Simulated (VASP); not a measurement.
# AlN (P6_3mc) in VASP: a series of runs, part 2 of 2

VASP 6.6.1. The steps go on from the part before.

## Step 3: Single point, HSE06 (epitaxial xy strain +1.5%)

POSCAR reads:

```
AlN
1.0
    3.1532941652      0.0000000000      0.0000000000
   -1.5766470826      2.7308328527      0.0000000000
    0.0000000000      0.0000000000      4.9360797762
Al N
2 2
Direct
    0.3333333333      0.6666666667     -0.0053356499
    0.6666666667      0.3333333333      0.4946643501
    0.3333333333      0.6666666667      0.3803356499
    0.6666666667      0.3333333333      0.8803356499
```

INCAR.step1 reads:

```
SYSTEM = AlN
PREC = Accurate
ENCUT = 520
EDIFF = 1E-5
ISMEAR = 0
SIGMA = 0.01
LREAL = .FALSE.
LASPH = .TRUE.
NELM = 120
ALGO = Normal
ISIF = 2
LWAVE = .TRUE.
LCHARG = .FALSE.
NBANDS = 16
GGA = PE
GGA_COMPAT = .FALSE.
```

INCAR.step2 reads:

```
SYSTEM = AlN
PREC = Accurate
ENCUT = 520
EDIFF = 1E-6
ISMEAR = 0
SIGMA = 0.01
LREAL = .FALSE.
LASPH = .TRUE.
NELM = 120
ALGO = Normal
ISIF = 2
LWAVE = .FALSE.
LCHARG = .FALSE.
GGA = PE
LHFCALC = .TRUE.
HFSCREEN = 0.2079
PRECFOCK = Normal
NBANDS = 16
ISTART = 1
GGA_COMPAT = .FALSE.
```

KPOINTS reads:

```
regular mesh
0
G
  6 6 4
  0 0 0
```

Potentials or basis: VASP PAW PBE potentials, release 64 (Al, N).

The run is started by

```sh
cat potpaw_PBE.64/Al/POTCAR potpaw_PBE.64/N/POTCAR > POTCAR
cp INCAR.step1 INCAR
mpirun -np 1 vasp_std > vasp.out
cp INCAR.step2 INCAR
mpirun -np 1 vasp_std > vasp.out
```

OUTCAR:

```text
SYSTEM = AlN
   PREC = Accurate
   ENCUT = 520
   EDIFF = 1E-6
   ISMEAR = 0
   LREAL = .FALSE.
   LASPH = .TRUE.
   NELM = 120
   ISIF = 2
   GGA = PE
   LHFCALC = .TRUE.
   HFSCREEN = 0.2079
   PRECFOCK = Normal
   ISTART = 1

 ion  position               nearest neighbor table
   1  0.333  0.667  0.995-   3 1.90   4 1.91   4 1.91   4 1.91   2 3.07   2 3.07   2 3.07   2 3.07
                             2 3.07   2 3.07
   2  0.667  0.333  0.495-   4 1.90   3 1.91   3 1.91   3 1.91   1 3.07   1 3.07   1 3.07   1 3.07
                             1 3.07   1 3.07
   3  0.333  0.667  0.380-   1 1.90   2 1.91   2 1.91   2 1.91
   4  0.667  0.333  0.880-   2 1.90   1 1.91   1 1.91   1 1.91

  LATTYP: Found a hexagonal cell.
 ALAT       =     3.1532941652
 C/A-ratio  =     1.5653724383

  Lattice vectors:

 A1 = (   3.1532941652,   0.0000000000,   0.0000000000)
 A2 = (  -1.5766470826,   2.7308328527,   0.0000000000)
 A3 = (   0.0000000000,   0.0000000000,   4.9360797762)

Analysis of symmetry for initial positions (statically):
=====================================================================
 Subroutine PRICEL returns:
 Original cell was already a primitive cell.

 Routine SETGRP: Setting up the symmetry group for a
 hexagonal supercell.

 Subroutine GETGRP returns: Found 12 space group operations
 (whereof  6 operations were pure point group operations)
 out of a pool of 24 trial point group operations.

The static configuration has the point symmetry C_3v.
 The point group associated with its full space group is C_6v.

Analysis of symmetry for dynamics (positions and initial velocities):
=====================================================================
 Subroutine PRICEL returns:
 Original cell was already a primitive cell.

 Routine SETGRP: Setting up the symmetry group for a
 hexagonal supercell.

 Subroutine GETGRP returns: Found 12 space group operations
 (whereof  6 operations were pure point group operations)
 out of a pool of 24 trial point group operations.

The dynamic configuration has the point symmetry C_3v.
 The point group associated with its full space group is C_6v.

 Subroutine INISYM returns: Found 12 space group operations
 (whereof  6 operations are pure point group operations),
 and found     1 'primitive' translations

----------------------------------------------------------------------------------------

                                     Primitive cell

  volume of cell :      42.5052

  direct lattice vectors                    reciprocal lattice vectors
     3.153294165  0.000000000  0.000000000     0.317128675  0.183094326  0.000000000
    -1.576647083  2.730832853  0.000000000     0.000000000  0.366188652  0.000000000
     0.000000000  0.000000000  4.936079776     0.000000000  0.000000000  0.202589919

  length of vectors
     3.153294165  3.153294165  4.936079776     0.366188652  0.366188652  0.202589919

  position of ions in fractional coordinates (direct lattice)
[... 44 lines left out ...]
  0.166667  0.166667  0.000000      6.000000
  0.333333  0.166667  0.000000     12.000000
[... 13 lines left out ...]
  0.333333  0.166667  0.500000     12.000000
  0.333333  0.333333  0.500000      2.000000
   k-points           NKPTS =     21   k-points in BZ     NKDIM =    144   number of bands    NBANDS=     16
   number of dos      NEDOS =    301   number of ions     NIONS =      4
   total plane-waves  NPLWV =  23040
   dimension x,y,z NGX =    24 NGY =   24 NGZ =   40
   dimension x,y,z NGXF=    48 NGYF=   48 NGZF=   80
   ions per type =               2   2
   NGX,Y,Z   is equivalent  to a cutoff of  12.65, 12.65, 13.47 a.u.
   NGXF,Y,Z  is equivalent  to a cutoff of  25.31, 25.31, 26.94 a.u.
 SYSTEM =  AlN
   PREC   = accura    normal or accurate (medium, high low for compatibility)
   ISTART =      1    job   : 0-new  1-cont  2-samecut
   ICHARG =      0    charge: 1-file 2-atom 10-const
   ISPIN  =      1    spin polarized calculation?
   LNONCOLLINEAR =      F non collinear calculations
   LSORBIT =      F    spin-orbit coupling
   LASPH  =      T    aspherical Exc in radial PAW
   ENCUT  =  520.0 eV  38.22 Ry    6.18 a.u.   5.86  5.86  9.18*2*pi/ulx,y,z
   NELM   =    120;   NELMIN=  2; NELMDL=  0     # of ELM steps
   EDIFF  = 0.1E-05   stopping-criterion for ELM
   LREAL  =      F    real-space projection
   EDIFFG = 0.1E-04   stopping-criterion for IOM
   NSW    =      0    number of steps for IOM
   IBRION =     -1    ionic relax: 0-MD 1-quasi-New 2-CG
   NFREE  =      0    steps in history (QN), initial steepest desc. (CG)
   ISIF   =      2    stress and relaxation
   ISYM   =      3    0-nonsym 1-usesym 2-fastsym
   POTIM  = 0.5000    time-step for ionic-motion
   TEBEG  =    0.0;   TEEND  =   0.0 temperature during run
   PSTRESS=    0.0 pullay stress
   NELECT =      16.0000    total number of electrons
   NUPDOWN=      -1.0000    fix difference up-down
   EMIN   =  10.00;   EMAX   =-10.00  energy-range for DOS
   EFERMI =   0.00;   METHOD = LEGACY
   ISMEAR =     0;   SIGMA  =   0.01  broadening in eV -4-tet -1-fermi 0-gaus
   EFERMI_NEDOS =   21; number of points for ismear=-14 and -15
   IALGO  =     38    algorithm
   IMIX   =      1    mixing-type and parameters
     AMIX     =   0.40;   BMIX     =  1.00
     AMIX_MAG =   1.60;   BMIX_MAG =  1.00
  volume/ion in A,a.u.               =      10.63        71.71
  Fermi-wavevector in a.u.,A,eV,Ry     =   1.182046  2.233742 19.010493  1.397232
  Thomas-Fermi vector in A             =   2.318307
   LORBIT       =      0    0 simple, 1 ext, 2 COOP (PROOUT), +10 PAW based schemes
   GGA     = PE    functional components
   LHFCALC =     T    Hartree Fock is set to
   PRECFOCK=normal    Normal, Fast or Accurate (Low or Medium for compatibility)
   ENCUT4O =  -1.0   cutoff for four orbital integrals eV
   NKREDX  =     1    reduce k-point grid by
   NKREDY  =     1    reduce k-point grid by
   NKREDZ  =     1    reduce k-point grid by
   AEXX    =    0.2500 exact exchange contribution
   HFSCREEN=    0.2079 screening length (either q_TF or 0.3 A-1)
   HFSCREENC=   0.2079 screening length for correlation (either q_TF or 0.3 A-1)
   ENCUTFOCK=  -1.0 apply spherical cutoff to Coloumb kernel
   IVDW    =     0    specifies the selected vdW correction
   LEPSILON=     F    determine dielectric tensor
   LRPA    =     F    only Hartree local field effects (RPA)
 non-spin polarized calculation
 Gauss-broadening in eV      SIGMA  =   0.01
  energy-cutoff  :      520.00
  volume of cell :       42.51
 maximum number of plane-waves:      1164
 NGX is ok and might be reduce to    24
  NGX = 18; NGY = 18; NGZ = 28

 number of electron      16.0000001 magnetization

 Free energy of the ion-electron system (eV)
  ---------------------------------------------------
  ext. energy  EPLUGINS =         0.00000000
  ---------------------------------------------------
  free energy    TOTEN  =       -34.86420801 eV

  energy without entropy =      -34.86420801  energy(sigma->0) =      -34.86420801

 E-fermi :   5.2627     XC(G=0):  -8.9362

 val. band max:        5.2194871886   @ k =   0.0000   0.0000   0.0000
 cond. band min:      10.4868141845   @ k =   0.0000   0.0000   0.0000
 fundamental gap:      5.2673269959
 Fermi energy:         5.2626980527

 k-point     1 :       0.0000    0.0000    0.0000
  band No.  band energies     occupation
      1     -11.5099      2.00000
      2      -9.1785      2.00000
      3      -1.2558      2.00000
      4       4.0214      2.00000
      5       4.0214      2.00000
      6       4.8128      2.00000
[... 376 lines left out ...]
      3      -0.1809      2.00000
      4      -0.1809      2.00000
      5       0.9880      2.00000
      6       0.9880      2.00000
[... 8 lines left out ...]
     15      20.4788      0.00000
     16      20.4788      0.00000

------------------------ aborting loop because EDIFF is reached ----------------------------------------

  FORCE on cell =-STRESS in cart. coord.  units (eV):
  Direction    XX          YY          ZZ          XY          YZ          ZX
  --------------------------------------------------------------------------------------
  -------------------------------------------------------------------------------------
  Total       -2.0231498     -2.0231498     -0.2410023      0.0000000      0.0000000      0.0000000
  in kB      -76.2600096    -76.2600096     -9.0842706      0.0000000      0.0000000      0.0000000
  external PRESSURE =     -53.8680966 kB  Pullay stress =       0.0000000 kB

 VOLUME and BASIS-vectors are now :
 -----------------------------------------------------------------------------
  energy-cutoff  :      520.00
  volume of cell :       42.51
      direct lattice vectors                 reciprocal lattice vectors
     3.153294165  0.000000000  0.000000000     0.317128675  0.183094326  0.000000000
    -1.576647083  2.730832853  0.000000000     0.000000000  0.366188652  0.000000000
     0.000000000  0.000000000  4.936079776     0.000000000  0.000000000  0.202589919

 POSITION                                       TOTAL-FORCE (eV/Angst)
 -----------------------------------------------------------------------------------
     -0.00000      1.82056      4.90974        -0.000000      0.000000     -0.006917
      1.57665      0.91028      2.44170         0.000000     -0.000000     -0.006917
     -0.00000      1.82056      1.87737         0.000000     -0.000000      0.006917
      1.57665      0.91028      4.34541        -0.000000      0.000000      0.006917
 -----------------------------------------------------------------------------------
    total drift:                                0.000000     -0.000000     -0.000345

  FREE ENERGIE OF THE ION-ELECTRON SYSTEM (eV)
  ---------------------------------------------------
  free  energy   TOTEN  =       -34.8642080057 eV

  energy  without entropy=      -34.8642080057  energy(sigma->0) =      -34.86420801
```

Wall time 44 min (1 thread of Intel Xeon 8259CL, shared host); peak memory 0.26 GiB.

What came out:

- Free energy: -34.8642 eV
- Pressure: -5.4 GPa
- Largest force: 0.007 eV/Å
- Band gap on the k mesh: 5.27 eV

Forces on the atoms (eV/Å):
```
Al   0.000  0.000 -0.007
Al   0.000  0.000 -0.007
N    0.000  0.000  0.007
N    0.000  0.000  0.007
```

Caveat: the cell differs from its parent crystal (epitaxial xy strain +1.5%); the cell stands under tension; the PAW data sets were made with another functional, which shifts forces and pressure a little.
